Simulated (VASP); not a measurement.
# Ir12O in VASP: single point with PBE+D3(BJ)

Aim: the single point of Ir12O with PBE+D3(BJ).

Program: VASP 6.6.1. These are calculated values, not measurements. Logs are shortened: lines on timing, memory, paths and dates and some standing lists are left out, and cuts for length are marked.

### Step 1. The cell of the first run

The cell holds a slab with vacuum, 13 atoms: a = 5.431 Å, b = 5.431 Å, c = 21.001 Å, α = 90.00°, β = 90.00°, γ = 90.00°.

### Step 2. Single point, PBE+D3(BJ)

INCAR

```
SYSTEM = Ir12O
PREC = Accurate ; ENCUT = 520
EDIFF = 1E-6 ; ISMEAR = 0
SIGMA = 0.1 ; LREAL = .False.
LASPH = .True. ; NELM = 80
ALGO = Normal ; ISIF = 2
LWAVE = .False. ; LCHARG = .False.
LDIPOL = .True. ; IDIPOL = 3
DIPOL = 0.5 0.5 0.295 ; GGA = PE
IVDW = 12 ; NBANDS = 69
```

KPOINTS

```
regular mesh
0
Gamma
  5 5 1
  0 0 0
```

POSCAR

```
Ir12O
1.0
    5.4309029918      0.0000000000      0.0000000000
    0.0000000000      5.4309029918      0.0000000000
    0.0000000000      0.0000000000     21.0013955423
Ir O
12 1
Direct
    0.2500000000      0.2500000000      0.1904635333
    0.2500000000      0.7500000000      0.1904635333
    0.7500000000      0.2500000000      0.1904635333
    0.7500000000      0.7500000000      0.1904635333
    0.0000000000      0.0000000000      0.2785823619
    0.0000000000      0.5000000000      0.2785823619
    0.5000000000      0.0000000000      0.2785823619
    0.5000000000      0.5000000000      0.2785823619
    0.2500000000      0.2500000000      0.3667087517
    0.2500000000      0.7500000000      0.3667087517
    0.7500000000      0.2500000000      0.3667087517
    0.7500000000      0.7500000000      0.3667087517
    0.2500000000      0.5000000000      0.4857484600
```

Potentials or basis: VASP PAW PBE potentials, release 64 (Ir, O).

On the command line:

```
$ cat potpaw_PBE.64/Ir/POTCAR potpaw_PBE.64/O/POTCAR > POTCAR
$ mpirun -np 1 vasp_std > vasp.out
```

OUTCAR:

```text
SYSTEM = Ir12O
   PREC = Accurate
   ENCUT = 520
   EDIFF = 1E-6
   ISMEAR = 0
   LREAL = .False.
   LASPH = .True.
   NELM = 80
   ISIF = 2
   GGA = PE
   IVDW = 12
 IVDW          = 12

 ion  position               nearest neighbor table
   1  0.250  0.250  0.190-   5 2.67   6 2.67   7 2.67   8 2.67   2 2.72   3 2.72   2 2.72   3 2.72

   2  0.250  0.750  0.190-   5 2.67   6 2.67   7 2.67   8 2.67   1 2.72   4 2.72   1 2.72   4 2.72

   3  0.750  0.250  0.190-   5 2.67   6 2.67   7 2.67   8 2.67   1 2.72   4 2.72   4 2.72   1 2.72
[... 15 lines left out ...]
  11  0.750  0.250  0.367-   5 2.67   6 2.67   7 2.67   8 2.67   9 2.72  12 2.72  12 2.72   9 2.72

  12  0.750  0.750  0.367-   5 2.67   6 2.67   7 2.67   8 2.67  10 2.72  11 2.72  11 2.72  10 2.72

  13  0.250  0.500  0.486-

  LATTYP: Found a simple tetragonal cell.
 ALAT       =     5.4309029918
 C/A-ratio  =     3.8670172481

  Lattice vectors:

 A1 = (   5.4309029918,   0.0000000000,   0.0000000000)
 A2 = (   0.0000000000,   5.4309029918,   0.0000000000)
 A3 = (   0.0000000000,   0.0000000000,  21.0013955423)

Analysis of symmetry for initial positions (statically):
=====================================================================
 Subroutine PRICEL returns:
 Original cell was already a primitive cell.

 Routine SETGRP: Setting up the symmetry group for a
 simple tetragonal supercell.

 Subroutine GETGRP returns: Found  4 space group operations
 (whereof  2 operations were pure point group operations)
 out of a pool of 16 trial point group operations.

The static configuration has the point symmetry C_1h.
 The point group associated with its full space group is C_2v.

Analysis of symmetry for dynamics (positions and initial velocities):
=====================================================================
 Subroutine PRICEL returns:
 Original cell was already a primitive cell.

 Routine SETGRP: Setting up the symmetry group for a
 simple tetragonal supercell.

 Subroutine GETGRP returns: Found  4 space group operations
 (whereof  2 operations were pure point group operations)
 out of a pool of 16 trial point group operations.

The dynamic configuration has the point symmetry C_1h.
 The point group associated with its full space group is C_2v.

 Subroutine INISYM returns: Found  4 space group operations
 (whereof  2 operations are pure point group operations),
 and found     1 'primitive' translations

----------------------------------------------------------------------------------------

                                     Primitive cell

  volume of cell :     619.4300

  direct lattice vectors                    reciprocal lattice vectors
     5.430902992  0.000000000  0.000000000     0.184131442  0.000000000  0.000000000
     0.000000000  5.430902992  0.000000000     0.000000000  0.184131442  0.000000000
     0.000000000  0.000000000 21.001395542     0.000000000  0.000000000  0.047615883

  length of vectors
     5.430902992  5.430902992 21.001395542     0.184131442  0.184131442  0.047615883

  position of ions in fractional coordinates (direct lattice)
     0.250000000  0.250000000  0.190463533
     0.250000000  0.750000000  0.190463533
     0.750000000  0.250000000  0.190463533
     0.750000000  0.750000000  0.190463533
     0.000000000  0.000000000  0.278582362
     0.000000000  0.500000000  0.278582362
     0.500000000  0.000000000  0.278582362
     0.500000000  0.500000000  0.278582362
     0.250000000  0.250000000  0.366708752
     0.250000000  0.750000000  0.366708752
     0.750000000  0.250000000  0.366708752
     0.750000000  0.750000000  0.366708752
     0.250000000  0.500000000  0.485748460

  ion indices of the primitive-cell ions
   primitive index   ion index
                 1           1
                 2           2
                 3           3
                 4           4
                 5           5
                 6           6
                 7           7
                 8           8
                 9           9
                10          10
                11          11
                12          12
                13          13

----------------------------------------------------------------------------------------

 KPOINTS: regular mesh

Automatic generation of k-mesh.
 Grid dimensions read from file:
 generate k-points for:    5    5    1

 Generating k-lattice:

  Cartesian coordinates                     Fractional coordinates (reciprocal lattice)
     0.036826288  0.000000000  0.000000000     0.200000000  0.000000000  0.000000000
     0.000000000  0.036826288  0.000000000     0.000000000  0.200000000  0.000000000
     0.000000000  0.000000000  0.047615883     0.000000000  0.000000000  1.000000000

  Length of vectors
     0.036826288  0.036826288  0.047615883

  Shift w.r.t. Gamma in fractional coordinates (k-lattice)
     0.000000000  0.000000000  0.000000000

 Subroutine IBZKPT returns following result:
 ===========================================

 Found      9 irreducible k-points:

 Following reciprocal coordinates:
            Coordinates               Weight
  0.000000  0.000000  0.000000      1.000000
  0.200000  0.000000  0.000000      2.000000
  0.000000  0.200000  0.000000      2.000000
  0.400000  0.000000  0.000000      2.000000
  0.000000  0.400000  0.000000      2.000000
  0.200000  0.200000  0.000000      4.000000
  0.400000  0.200000  0.000000      4.000000
 -0.200000  0.400000  0.000000      4.000000
  0.400000  0.400000  0.000000      4.000000
   k-points           NKPTS =      9   k-points in BZ     NKDIM =      9   number of bands    NBANDS=     69
   number of dos      NEDOS =    301   number of ions     NIONS =     13
   total plane-waves  NPLWV = 256000
   dimension x,y,z NGX =    40 NGY =   40 NGZ =  160
   dimension x,y,z NGXF=    80 NGYF=   80 NGZF=  320
   ions per type =              12   1
   NGX,Y,Z   is equivalent  to a cutoff of  12.24, 12.24, 12.67 a.u.
   NGXF,Y,Z  is equivalent  to a cutoff of  24.49, 24.49, 25.33 a.u.
 SYSTEM =  Ir12O
   PREC   = accura    normal or accurate (medium, high low for compatibility)
   ISTART =      0    job   : 0-new  1-cont  2-samecut
   ICHARG =      2    charge: 1-file 2-atom 10-const
   ISPIN  =      1    spin polarized calculation?
   LNONCOLLINEAR =      F non collinear calculations
   LSORBIT =      F    spin-orbit coupling
   LASPH  =      T    aspherical Exc in radial PAW
   ENCUT  =  520.0 eV  38.22 Ry    6.18 a.u.  10.10 10.10 39.05*2*pi/ulx,y,z
   NELM   =     80;   NELMIN=  2; NELMDL= -5     # of ELM steps
   EDIFF  = 0.1E-05   stopping-criterion for ELM
   LREAL  =      F    real-space projection
   EDIFFG = 0.1E-04   stopping-criterion for IOM
   NSW    =      0    number of steps for IOM
   IBRION =     -1    ionic relax: 0-MD 1-quasi-New 2-CG
   NFREE  =      0    steps in history (QN), initial steepest desc. (CG)
   ISIF   =      2    stress and relaxation
   ISYM   =      2    0-nonsym 1-usesym 2-fastsym
   POTIM  = 0.5000    time-step for ionic-motion
   TEBEG  =    0.0;   TEEND  =   0.0 temperature during run
   PSTRESS=    0.0 pullay stress
   NELECT =     114.0000    total number of electrons
   NUPDOWN=      -1.0000    fix difference up-down
   EMIN   =  10.00;   EMAX   =-10.00  energy-range for DOS
   EFERMI =   0.00;   METHOD = LEGACY
   ISMEAR =     0;   SIGMA  =   0.10  broadening in eV -4-tet -1-fermi 0-gaus
   EFERMI_NEDOS =   21; number of points for ismear=-14 and -15
   IALGO  =     38    algorithm
   IMIX   =      4    mixing-type and parameters
     AMIX     =   0.40;   BMIX     =  1.00
     AMIX_MAG =   1.60;   BMIX_MAG =  1.00
  volume/ion in A,a.u.               =      47.65       321.55
  Fermi-wavevector in a.u.,A,eV,Ry     =   0.931206  1.759724 11.798215  0.867144
  Thomas-Fermi vector in A             =   2.057675
   LORBIT       =      0    0 simple, 1 ext, 2 COOP (PROOUT), +10 PAW based schemes
   GGA     = PE    functional components
   LHFCALC =     F    Hartree Fock is set to
   AEXX    =    0.0000 exact exchange contribution
   IVDW    =    12    specifies the selected vdW correction
   LEPSILON=     F    determine dielectric tensor
   LRPA    =     F    only Hartree local field effects (RPA)
 non-spin polarized calculation
 Gauss-broadening in eV      SIGMA  =   0.10
  energy-cutoff  :      520.00
  volume of cell :      619.43
 maximum number of plane-waves:     16712
   NGX = 21   NGY = 21   NGZ = 79

 dipolmoment           0.000000      0.000000     -0.883048 electrons x Angstroem

 number of electron     113.9999977 magnetization

 dipolmoment           0.000000      0.000000      0.387537 electrons x Angstroem

 Free energy of the ion-electron system (eV)
  ---------------------------------------------------
  ext. energy  EPLUGINS =         0.00000000
  ---------------------------------------------------
  free energy    TOTEN  =       -98.77084118 eV

  energy without entropy =      -98.69997109  energy(sigma->0) =      -98.73540614

 E-fermi :  -1.7470     XC(G=0):  -5.0000

 val. band max:       -1.7861652648   @ k =   0.4000   0.0000   0.0000
 cond. band min:      -1.7410739608   @ k =   0.2000   0.2000   0.0000
 fundamental gap:      0.0450913040
 Fermi energy:        -1.7470093083

 k-point     1 :       0.0000    0.0000    0.0000
  band No.  band energies     occupation
      1     -16.9526      2.00000
      2     -11.6383      2.00000
      3      -9.1473      2.00000
      4      -9.1451      2.00000
      5      -9.0864      2.00000
      6      -8.9183      2.00000
[... 637 lines left out ...]
     68      -0.7496      0.00000
     69      -0.6748      0.00000

------------------------ aborting loop because EDIFF is reached ----------------------------------------

 vacuum level on the upper side and lower side of the slab       (xc-potential included)         1.151        -1.167

 Edisp (eV)   -5.50663

 E8    (eV) :    -2.6844

  FORCE on cell =-STRESS in cart. coord.  units (eV):
  Direction    XX          YY          ZZ          XY          YZ          ZX
  --------------------------------------------------------------------------------------
  -------------------------------------------------------------------------------------
  Total     -10.43979   -12.31632    -8.22417     0.00000     0.00000     0.00000
  in kB     -27.00289   -31.85660   -21.27211     0.00000     0.00000     0.00000
  external pressure =      -26.71 kB  Pullay stress =        0.00 kB

 VOLUME and BASIS-vectors are now :
 -----------------------------------------------------------------------------
  energy-cutoff  :      520.00
  volume of cell :      619.43
      direct lattice vectors                 reciprocal lattice vectors
     5.430902992  0.000000000  0.000000000     0.184131442  0.000000000  0.000000000
     0.000000000  5.430902992  0.000000000     0.000000000  0.184131442  0.000000000
     0.000000000  0.000000000 21.001395542     0.000000000  0.000000000  0.047615883

 POSITION                                       TOTAL-FORCE (eV/Angst)
 -----------------------------------------------------------------------------------
      1.35773      1.35773      4.00000         0.000000     -0.049212      0.031498
      1.35773      4.07318      4.00000         0.000000      0.049212      0.031498
      4.07318      1.35773      4.00000         0.000000      0.046453     -0.146753
      4.07318      4.07318      4.00000         0.000000     -0.046453     -0.146753
      0.00000      0.00000      5.85062         0.139996      0.000000      0.268637
      0.00000      2.71545      5.85062         0.104473      0.000000     -0.121599
      2.71545      0.00000      5.85062        -0.139996      0.000000      0.268637
      2.71545      2.71545      5.85062        -0.104473      0.000000     -0.121599
      1.35773      1.35773      7.70140         0.000000      0.530786      1.538834
      1.35773      4.07318      7.70140         0.000000     -0.530786      1.538834
      4.07318      1.35773      7.70140         0.000000     -0.040725      0.113873
      4.07318      4.07318      7.70140         0.000000      0.040725      0.113873
      1.35773      2.71545     10.20140         0.000000      0.000000     -3.368981
 -----------------------------------------------------------------------------------
    total drift:                                0.000000     -0.000000      0.001227

  FREE ENERGIE OF THE ION-ELECTRON SYSTEM (eV)
  ---------------------------------------------------
  free  energy   TOTEN  =      -104.2774714618 eV

  energy  without entropy=     -104.2066013681  energy(sigma->0) =     -104.24203641

 vacuum level on the upper side and lower side of the slab         5.925         3.548
```

Wall time 11 min (1 thread of AMD EPYC 9R45 (Zen 5), shared host); peak memory 0.66 GiB.

Results:

```
Free energy                : -104.2775 eV
Largest force              : 3.369 eV/Å
Band gap on the k mesh     : zero (band 57 reaches -1.10 eV, above the bottom of band 58 at -2.21 eV)
Dispersion energy per atom : -0.424 eV
```

Forces on the atoms (eV/Å):
```
Ir   0.000 -0.049  0.031
Ir   0.000  0.049  0.031
Ir   0.000  0.046 -0.147
Ir   0.000 -0.046 -0.147
Ir   0.140  0.000  0.269
Ir   0.104  0.000 -0.122
Ir  -0.140  0.000  0.269
Ir  -0.104  0.000 -0.122
Ir   0.000  0.531  1.539
Ir   0.000 -0.531  1.539
Ir   0.000 -0.041  0.114
Ir   0.000  0.041  0.114
O    0.000  0.000 -3.369
```

Caveat: spin-orbit coupling is left out, which moves the levels of the heavy elements.
